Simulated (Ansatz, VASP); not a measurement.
# InSe in VASP and in Ansatz

```xyz
8
Lattice="4.0355 0.0000 0.0000 -2.0178 3.4949 0.0000 0.0000 0.0000 16.6224" Properties=species:S:1:pos:R:3 pbc="T T T"
In    0.0000    0.0000    9.7078
In    0.0000    0.0000    6.9145
In    0.0000    2.3299   15.2258
In    0.0000    2.3299    1.3966
Se    2.0178    1.1650   13.9404
Se    2.0178    1.1650    2.6820
Se    0.0000    2.3299   10.9918
Se    0.0000    2.3299    5.6305
```

Alike in both runs: task relaxation of cell and atoms; functional PBE; dispersion D3(BJ); k mesh 12 × 12 × 2; occupations gaussian, width 0.01 eV; no spin polarisation.

```csv
,VASP,Ansatz
version,VASP 6.6.1,Ansatz 0.2.0
potentials or method,"VASP PAW PBE potentials, release 64 (In_d, Se), cutoff 600 eV","scalar-relativistic, plane waves, PAW"
valence electrons in the cell,76,116
```

```csv
,VASP,Ansatz,Ansatz less VASP
"gap on the k mesh at the Fermi level, each at its own relaxed structure (eV)",0.28,0.30,+0.015
relaxed volume (Å³/atom),29.33,29.30,-0.024
relaxed length of the cell vector where the two differ most in proportion (Å),4.037,4.036,-0.0012
```

VASP's potentials hold 76 valence electrons a cell and Ansatz's 116, so a difference there can come from the potentials and not from the codes.
